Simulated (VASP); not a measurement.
Wanted: the native input for a VASP 6.6.1 run.

* Task: single point
* Functional: PBEsol
* Potentials or basis: VASP PAW PBE potentials, release 64 (Al)
* Cutoff: 520 eV
* k mesh: 10 × 10 × 10
* Occupations: fermi-dirac, width 0.05 eV
* Spin: no spin polarisation
* Dipole correction: no
* Further INCAR settings: ALGO = Normal; EDIFF = 1e-07; NBANDS = 8

The structure of Al lies in POSCAR:

```
Al
1.0
   -1.6071308769      1.6071308769      1.5912186900
    1.6071308769     -1.6071308769      1.5912186900
    1.5753065031      1.5753065031     -1.5912186900
Al
1
Direct
    0.0000000000      0.0000000000      0.0000000000
```

These files were run (other wordings do the same):

INCAR

```
SYSTEM = Al
ALGO = Normal
EDIFF = 1E-7
ENCUT = 520
GGA = PS
ISIF = 2
ISMEAR = -1
LASPH = .True.
LCHARG = .False.
LREAL = .False.
LWAVE = .False.
NBANDS = 8
NELM = 60
PREC = Accurate
SIGMA = 0.05
```

KPOINTS

```
k-points
0
Gamma
  10 10 10
  0 0 0
```

Potentials or basis: VASP PAW PBE potentials, release 64 (Al).

The run is started by

```console
$ cat potpaw_PBE.64/Al/POTCAR > POTCAR
$ mpirun -np 1 vasp_std > vasp.out
```

It gave:

- Pressure: 2.9 GPa

Caveat: the PAW data sets were made with another functional, which shifts forces and pressure a little.

Run time: 23 s on 1 thread of Intel Xeon 8259CL, on a shared host, peak memory 0.14 GiB.
